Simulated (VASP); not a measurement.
# Ga (P2_1/m) in VASP: single point with B3LYP

Aim: the single point of Ga with B3LYP.

Everything below comes from runs of VASP 6.6.1. Logs are shortened: lines on timing, memory, paths and dates and some standing lists are left out, and cuts for length are marked.

## 1. The cell of the first run

The structure is monoclinic, space group P2_1/m (No. 11). The conventional cell has a = 2.892 Å, b = 3.511 Å, c = 4.235 Å, α = 90.00°, β = 109.27°, γ = 90.00°. Within 3.7 Å of Ga (site symmetry m) lie 10 Ga at 2.80 to 3.51 Å.

## 2. Single point, B3LYP

The input, POSCAR:

```
Ga
1.0
    2.8919576850      0.0000000000      0.0002276094
    0.0000000000      3.5110733016      0.0000000000
   -1.3980012926      0.0000000000      3.9973654793
Ga
2
Direct
    0.1511040739      0.7500000000      0.7717328233
    0.8488959261      0.2500000000      0.2282671767
```

The input, INCAR.step1:

```
PREC = Accurate
ENCUT = 520
EDIFF = 1E-5
ISMEAR = -1
SIGMA = 0.05
LREAL = False
LASPH = True
NELM = 60
ALGO = Normal
ISIF = 2
LWAVE = True
LCHARG = False
GGA = PE
NBANDS = 20
```

The input, INCAR.step2:

```
PREC = Accurate
ENCUT = 520
EDIFF = 1E-6
ISMEAR = -1
SIGMA = 0.05
LREAL = False
LASPH = True
NELM = 60
ALGO = Normal
ISIF = 2
LWAVE = False
LCHARG = False
GGA = B3
LHFCALC = True
AEXX = 0.2
AGGAX = 0.72
AGGAC = 0.81
ALDAC = 0.19
PRECFOCK = Normal
ISTART = 1
NBANDS = 20
```

The input, KPOINTS:

```
Automatic mesh
0
Gamma
  5 4 4
```

Potentials or basis: VASP PAW PBE potentials, release 64 (Ga_d).

On the command line:

```console
$ cat potpaw_PBE.64/Ga_d/POTCAR > POTCAR
$ cp INCAR.step1 INCAR
$ mpirun -np 1 vasp_std > vasp.out
$ cp INCAR.step2 INCAR
$ mpirun -np 1 vasp_std > vasp.out
```

OUTCAR:

```text
PREC = Accurate
   ENCUT = 520
   EDIFF = 1E-6
   ISMEAR = -1
   LREAL = False
   LASPH = True
   NELM = 60
   ISIF = 2
   GGA = B3
   LHFCALC = True
   AEXX = 0.2
   PRECFOCK = Normal
   ISTART = 1

 ion  position               nearest neighbor table
   1  0.151  0.750  0.772-   2 2.80   2 2.80   2 2.88   2 2.88
   2  0.849  0.250  0.228-   1 2.80   1 2.80   1 2.88   1 2.88

  LATTYP: Found a simple monoclinic cell.
 ALAT       =     2.8919576940
 B/A-ratio  =     1.2140818342
 C/A-ratio  =     1.4643289086
 COS(beta)  =    -0.3300496330

  Lattice vectors:

 A1 = (   2.8919576850,   0.0000000000,   0.0002276094)
 A2 = (   0.0000000000,   3.5110733016,   0.0000000000)
 A3 = (  -1.3980012926,   0.0000000000,   3.9973654793)

Analysis of symmetry for initial positions (statically):
=====================================================================
 Subroutine PRICEL returns:
 Original cell was already a primitive cell.

 Routine SETGRP: Setting up the symmetry group for a
 simple monoclinic supercell.

 Subroutine GETGRP returns: Found  4 space group operations
 (whereof  2 operations were pure point group operations)
 out of a pool of  4 trial point group operations.

The static configuration has the point symmetry S_2 .
 The point group associated with its full space group is C_2h.

Analysis of symmetry for dynamics (positions and initial velocities):
=====================================================================
 Subroutine PRICEL returns:
 Original cell was already a primitive cell.

 Routine SETGRP: Setting up the symmetry group for a
 simple monoclinic supercell.

 Subroutine GETGRP returns: Found  4 space group operations
 (whereof  2 operations were pure point group operations)
 out of a pool of  4 trial point group operations.

The dynamic configuration has the point symmetry S_2 .
 The point group associated with its full space group is C_2h.

 Subroutine INISYM returns: Found  4 space group operations
 (whereof  2 operations are pure point group operations),
 and found     1 'primitive' translations

----------------------------------------------------------------------------------------

                                     Primitive cell

  volume of cell :      40.5899

  direct lattice vectors                    reciprocal lattice vectors
     2.891957685  0.000000000  0.000227609     0.345777008  0.000000000  0.120928823
     0.000000000  3.511073302  0.000000000     0.000000000  0.284813194  0.000000000
    -1.398001293  0.000000000  3.997365479    -0.000019688  0.000000000  0.250157880

  length of vectors
     2.891957694  3.511073302  4.234777254     0.366313417  0.284813194  0.250157881

  position of ions in fractional coordinates (direct lattice)
     0.151104074  0.750000000  0.771732823
     0.848895926  0.250000000  0.228267177

  ion indices of the primitive-cell ions
   primitive index   ion index
                 1           1
                 2           2

----------------------------------------------------------------------------------------

 KPOINTS: Automatic mesh

Automatic generation of k-mesh.
 Grid dimensions read from file:
 generate k-points for:    5    4    4

 Generating k-lattice:

  Cartesian coordinates                     Fractional coordinates (reciprocal lattice)
     0.069155402  0.000000000  0.024185765     0.200000000  0.000000000  0.000000000
     0.000000000  0.071203298  0.000000000     0.000000000  0.250000000  0.000000000
    -0.000004922  0.000000000  0.062539470    -0.000000000  0.000000000  0.250000000

  Length of vectors
     0.073262683  0.071203298  0.062539470

  Shift w.r.t. Gamma in fractional coordinates (k-lattice)
     0.000000000  0.000000000  0.000000000

 Subroutine IBZKPT returns following result:
 ===========================================

 Found     33 irreducible k-points:

 Following reciprocal coordinates:
            Coordinates               Weight
  0.000000  0.000000  0.000000      1.000000
  0.200000  0.000000  0.000000      2.000000
  0.400000  0.000000  0.000000      2.000000
  0.000000  0.250000  0.000000      2.000000
  0.200000  0.250000  0.000000      4.000000
  0.400000  0.250000  0.000000      4.000000
[... 16 lines left out ...]
 -0.400000  0.500000  0.250000      2.000000
 -0.200000  0.500000  0.250000      2.000000
 [... further k-points ...]
   k-points           NKPTS =     33   k-points in BZ     NKDIM =     80   number of bands    NBANDS=     20
   number of dos      NEDOS =    301   number of ions     NIONS =      2
   total plane-waves  NPLWV =  21504
   dimension x,y,z NGX =    24 NGY =   28 NGZ =   32
   dimension x,y,z NGXF=    48 NGYF=   56 NGZF=   64
   ions per type =               2
   NGX,Y,Z   is equivalent  to a cutoff of  13.80, 13.26, 12.56 a.u.
   NGXF,Y,Z  is equivalent  to a cutoff of  27.59, 26.52, 25.12 a.u.
 SYSTEM =  unknown system
   PREC   = accura    normal or accurate (medium, high low for compatibility)
   ISTART =      1    job   : 0-new  1-cont  2-samecut
   ICHARG =      0    charge: 1-file 2-atom 10-const
   ISPIN  =      1    spin polarized calculation?
   LNONCOLLINEAR =      F non collinear calculations
   LSORBIT =      F    spin-orbit coupling
   LASPH  =      T    aspherical Exc in radial PAW
   ENCUT  =  520.0 eV  38.22 Ry    6.18 a.u.   5.38  6.53  7.87*2*pi/ulx,y,z
   NELM   =     60;   NELMIN=  2; NELMDL=  0     # of ELM steps
   EDIFF  = 0.1E-05   stopping-criterion for ELM
   LREAL  =      F    real-space projection
   EDIFFG = 0.1E-04   stopping-criterion for IOM
   NSW    =      0    number of steps for IOM
   IBRION =     -1    ionic relax: 0-MD 1-quasi-New 2-CG
   NFREE  =      0    steps in history (QN), initial steepest desc. (CG)
   ISIF   =      2    stress and relaxation
   ISYM   =      3    0-nonsym 1-usesym 2-fastsym
   POTIM  = 0.5000    time-step for ionic-motion
   TEBEG  =    0.0;   TEEND  =   0.0 temperature during run
   PSTRESS=    0.0 pullay stress
   NELECT =      26.0000    total number of electrons
   NUPDOWN=      -1.0000    fix difference up-down
   EMIN   =  10.00;   EMAX   =-10.00  energy-range for DOS
   EFERMI =   0.00;   METHOD = LEGACY
   ISMEAR =    -1;   SIGMA  =   0.05  broadening in eV -4-tet -1-fermi 0-gaus
   EFERMI_NEDOS =   21; number of points for ismear=-14 and -15
   IALGO  =     38    algorithm
   IMIX   =      1    mixing-type and parameters
     AMIX     =   0.40;   BMIX     =  1.00
     AMIX_MAG =   1.60;   BMIX_MAG =  1.00
  volume/ion in A,a.u.               =      20.29       136.96
  Fermi-wavevector in a.u.,A,eV,Ry     =   1.411216  2.666811 27.096407  1.991530
  Thomas-Fermi vector in A             =   2.533090
   LORBIT       =      0    0 simple, 1 ext, 2 COOP (PROOUT), +10 PAW based schemes
   GGA     = B3    functional components
   LHFCALC =     T    Hartree Fock is set to
   PRECFOCK=normal    Normal, Fast or Accurate (Low or Medium for compatibility)
   ENCUT4O =  -1.0   cutoff for four orbital integrals eV
   NKREDX  =     1    reduce k-point grid by
   NKREDY  =     1    reduce k-point grid by
   NKREDZ  =     1    reduce k-point grid by
   AEXX    =    0.2000 exact exchange contribution
   HFSCREEN=    0.0000 screening length (either q_TF or 0.3 A-1)
   HFSCREENC=   0.0000 screening length for correlation (either q_TF or 0.3 A-1)
   ENCUTFOCK=  -1.0 apply spherical cutoff to Coloumb kernel
   IVDW    =     0    specifies the selected vdW correction
   LEPSILON=     F    determine dielectric tensor
   LRPA    =     F    only Hartree local field effects (RPA)
 non-spin polarized calculation
  energy-cutoff  :      520.00
  volume of cell :       40.59
 maximum number of plane-waves:      1116
 NGX is ok and might be reduce to    24
  NGX = 18; NGY = 20; NGZ = 24

 number of electron      26.0000003 magnetization

 Free energy of the ion-electron system (eV)
  ---------------------------------------------------
  ext. energy  EPLUGINS =         0.00000000
  ---------------------------------------------------
  free energy    TOTEN  =        -5.67323970 eV

  energy without entropy =       -5.67028723  energy(sigma->0) =       -5.67176347

 E-fermi :   4.6902     XC(G=0):  -8.4536

 val. band max:        4.6341591640   @ k =   0.4000   0.5000   0.0000
 cond. band min:       5.8030058395   @ k =   0.4000   0.5000   0.2500
 fundamental gap:      1.1688466755
 Fermi energy:         4.6902160881

 k-point     1 :       0.0000    0.0000    0.0000
  band No.  band energies     occupation
      1     -12.7385      2.00000
      2     -12.7127      2.00000
      3     -12.6655      2.00000
      4     -12.6603      2.00000
      5     -12.4829      2.00000
      6     -12.4707      2.00000
[... 12 lines left out ...]
     19      16.0123      0.00000
     20      18.3718      0.00000

 k-point     2 :       0.2000    0.0000    0.0000
  band No.  band energies     occupation
      1     -12.7150      2.00000
      2     -12.6721      2.00000
      3     -12.6147      2.00000
      4     -12.5636      2.00000
      5     -12.5276      2.00000
      6     -12.4985      2.00000
[... 12 lines left out ...]
     19      16.5938      0.00000
     20      20.5112      0.00000

 k-point     3 :       0.4000    0.0000    0.0000
  band No.  band energies     occupation
      1     -12.6812      2.00000
      2     -12.6492      2.00000
      3     -12.6069      2.00000
      4     -12.5694      2.00000
      5     -12.5482      2.00000
      6     -12.4794      2.00000
[... 12 lines left out ...]
     19      15.4999      0.00000
     20      17.6782      0.00000

 k-point     4 :       0.0000    0.2500    0.0000
  band No.  band energies     occupation
      1     -12.7421      2.00000
      2     -12.6722      2.00000
      3     -12.6508      2.00000
      4     -12.5985      2.00000
      5     -12.5296      2.00000
      6     -12.5212      2.00000
[... 429 lines left out ...]
 k-point    23 :      -0.4000    0.5000    0.2500
  band No.  band energies     occupation
      1     -12.6977      2.00000
      2     -12.6977      2.00000
      3     -12.5786      2.00000
      4     -12.5786      2.00000
      5     -12.5045      2.00000
      6     -12.5045      2.00000
[... 12 lines left out ...]
     19      13.6073      0.00000
     20      13.6074      0.00000

 k-point    24 :      -0.2000    0.5000    0.2500
  band No.  band energies     occupation
      1     -12.6592      2.00000
      2     -12.6592      2.00000
      3     -12.5748      2.00000
      4     -12.5748      2.00000
      5     -12.5137      2.00000
      6     -12.5137      2.00000
[... 12 lines left out ...]
     19      16.0083      0.00000
     20      16.0083      0.00000

 [... further k-points ...]

------------------------ aborting loop because EDIFF is reached ----------------------------------------

  FORCE on cell =-STRESS in cart. coord.  units (eV):
  Direction    XX          YY          ZZ          XY          YZ          ZX
  --------------------------------------------------------------------------------------
  -------------------------------------------------------------------------------------
  Total       -0.0383521     -0.0333334     -0.0513646      0.0000000      0.0000000     -0.0020914
  in kB       -1.5138469     -1.3157483     -2.0274831      0.0000000      0.0000000     -0.0825521
  external PRESSURE =      -1.6190261 kB  Pullay stress =       0.0000000 kB

 VOLUME and BASIS-vectors are now :
 -----------------------------------------------------------------------------
  energy-cutoff  :      520.00
  volume of cell :       40.59
      direct lattice vectors                 reciprocal lattice vectors
     2.891957685  0.000000000  0.000227609     0.345777008  0.000000000  0.120928823
     0.000000000  3.511073302  0.000000000     0.000000000  0.284813194  0.000000000
    -1.398001293  0.000000000  3.997365479    -0.000019688  0.000000000  0.250157880

 POSITION                                       TOTAL-FORCE (eV/Angst)
 -----------------------------------------------------------------------------------
     -0.64190      2.63330      3.08493        -0.000119      0.000000     -0.001350
      2.13585      0.87777      0.91266         0.000119      0.000000      0.001350
 -----------------------------------------------------------------------------------
    total drift:                                0.000000      0.000000     -0.000000

  FREE ENERGIE OF THE ION-ELECTRON SYSTEM (eV)
  ---------------------------------------------------
  free  energy   TOTEN  =        -5.6732397049 eV

  energy  without entropy=       -5.6702872336  energy(sigma->0) =       -5.67176347
```

Wall time 36 min (1 thread of Oxide Virtual Turin-like, shared host); peak memory 0.15 GiB.

Results:

| Property | Result |
| --- | --- |
| Free energy | -5.6732 eV |
| Pressure | -0.2 GPa |
| Band gap on the k mesh | zero (bands 13 and 14 overlap by 8.31 eV) |

Caveat: the k points lie up to 0.46 Å⁻¹ apart, too coarse for converged energies and pressures of a metal; the PAW data sets were made with another functional, which shifts forces and pressure a little.

The gap in the log of VASP goes by the Fermi energy; the results here count the filled bands.